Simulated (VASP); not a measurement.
Crystal: Sc.

```xyz
1
Lattice="-1.9172 1.9172 1.7176 1.9172 -1.9172 1.7176 1.9172 1.9172 -1.7176" Properties=species:S:1:pos:R:3 pbc="T T T"
Sc    0.0000    0.0000    0.0000
```

* Program: VASP 6.6.1
* Task: relaxation of cell and atoms
* Functional: LDA
* Potentials or basis: VASP PAW LDA potentials, release 64 (Sc_sv)
* Cutoff: 600 eV
* k mesh: 10 × 10 × 10
* Occupations: gaussian, width 0.05 eV
* Spin: no spin polarisation
* Hubbard terms: Sc d U = 2.0 eV

At the start: pressure -2.0 GPa; volume 25.25 Å³/atom.

**Question.** How do energy, volume and symmetry change on relaxing?

**Answer.** Over 9 steps the energy falls by 14.4 meV/atom and the volume is 24.30 Å³/atom (-3.8 %); space group Im-3m (No. 229, to 0.05 Å).

Step by step:
| step | energy change (eV) | largest force (eV/Å) | pressure (GPa) | volume (Å³) |
| --- | --- | --- | --- | --- |
| 1 | 0.0000 | 0.0000 | -2.00 | 25.25 |
| 2 | -0.0077 | 0.0000 | 0.55 | 24.12 |
| 3 | -0.0078 | 0.0000 | 0.26 | 24.23 |
| 4 | -0.0091 | 0.0000 | 0.22 | 24.26 |
| 5 | -0.0120 | 0.0000 | -0.03 | 24.35 |
| 6 | -0.0142 | 0.0000 | -0.41 | 24.47 |
| 7 | -0.0142 | 0.0000 | -0.42 | 24.46 |
| 8 | -0.0132 | 0.0000 | 0.92 | 23.94 |
| 9 | -0.0144 | 0.0000 | -0.03 | 24.30 |

Final structure:
```xyz
1
Lattice="-1.8242 1.8242 1.8260 1.8242 -1.8242 1.8260 1.8242 1.8242 -1.8260" Properties=species:S:1:pos:R:3 pbc="T T T"
Sc    0.0000    0.0000    0.0000
```

Caveat: U without spin polarisation on a metal has little footing; the U is typed as a test and isn't derived for this compound.
